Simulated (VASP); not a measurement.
Set up this calculation in VASP 6.6.1, as the native input.

```yaml
Task: relaxation of cell and atoms
Functional: PBEsol
Potentials_or_basis: VASP PAW PBE potentials, release 64 (Pb_d, F)
Cutoff: 600 eV
k_mesh: 6 × 6 × 6
Occupations: fermi-dirac, width 0.02 eV
Spin: no spin polarisation
Dipole_correction: no
Further_INCAR_settings: ALGO = Normal; EDIFF = 1e-06; IBRION = 2; EDIFFG = -0.005; NSW = 80; ISIF = 3
```

The structure of PbF2 lies in POSCAR:

```
PbF2
1.0
    0.0000000000      3.0003293711      3.0003293711
    3.0003293711      0.0000000000      3.0003293711
    3.0003293711      3.0003293711      0.0000000000
Pb F
1 2
Direct
    0.0000000000      0.0000000000      0.0000000000
    0.2500000000      0.2500000000      0.2500000000
    0.7500000000      0.7500000000      0.7500000000
```

These files were run (other wordings do the same):

INCAR

```
  PREC = Accurate
  ENCUT = 600
  EDIFF = 1E-6
  ISMEAR = -1
  SIGMA = 0.02
  LREAL = F
  LASPH = T
  NELM = 80
  ALGO = Normal
  ISIF = 3
  LWAVE = F
  LCHARG = F
  GGA = PS
  IBRION = 2
  NSW = 80
  EDIFFG = -0.005
```

KPOINTS

```
Automatic mesh
0
Gamma
  6 6 6
```

Potentials or basis: VASP PAW PBE potentials, release 64 (Pb_d, F).

Run with:

```sh
$ cat potpaw_PBE.64/Pb_d/POTCAR potpaw_PBE.64/F/POTCAR > POTCAR
$ mpirun -np 1 vasp_std > vasp.out
```

It gave:

* Relaxed volume: 17.04 Å³/atom
* Relaxed cell: a = 4.166 Å, b = 4.166 Å, c = 4.166 Å, α = 60.00°, β = 60.00°, γ = 60.00°
* Space group after relaxing (to 0.05 Å): Fm-3m (No. 225)
* Energy gained by relaxing: 11.7 meV/atom
* Ionic steps: 3
* Pressure after relaxing: 0.0 GPa
* Band gap on the k mesh: 4.32 eV, indirect (least direct gap 4.45 eV)

Caveat: the PAW data sets were made with another functional, which shifts forces and pressure a little; spin-orbit coupling is left out, which moves the levels of the heavy elements.

It took 22 s on 1 thread of AMD EPYC 9R45 (Zen 5), on a shared host, peak memory 0.18 GiB.
